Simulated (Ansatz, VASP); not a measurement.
# Bi: VASP beside Ansatz

```xyz
2
Lattice="4.4463 0.0000 0.0000 -2.2232 3.8506 0.0000 0.0000 0.0000 11.5875" Properties=species:S:1:pos:R:3 pbc="T T T"
Bi    0.0000    2.5671    2.8969
Bi    2.2232    1.2835    8.6906
```

Change from the starting cell: volume scaled by 0.94, PAW files.

Alike in both runs: task electric field gradients; functional PBE; k mesh 9 × 9 × 3; occupations fermi-dirac, width 0.03 eV; no spin polarisation.

|  | VASP | Ansatz |
| --- | --- | --- |
| version | VASP 6.6.1 | Ansatz 0.2.0 |
| potentials or method | VASP PAW PBE potentials, release 64 (Bi_d) | PAW with Ansatz's default frozen-core files, scalar-relativistic |
| plane-wave cutoff (eV) | 520 | 420 |
| valence electrons in the cell | 30 | 30 |

|  | VASP | Ansatz | Ansatz less VASP |
| --- | --- | --- | --- |
| pressure (GPa) | -3.6 | -3.6 | +0.02 |
| traceless stress, the component that is largest in VASP (GPa) | 3.21 | 3.21 | +0.001 |
| size of Vzz on the site where it differs most (V/Å²) | 125.6 | 119.2 | -6.38 |

Spin-orbit coupling is off throughout.
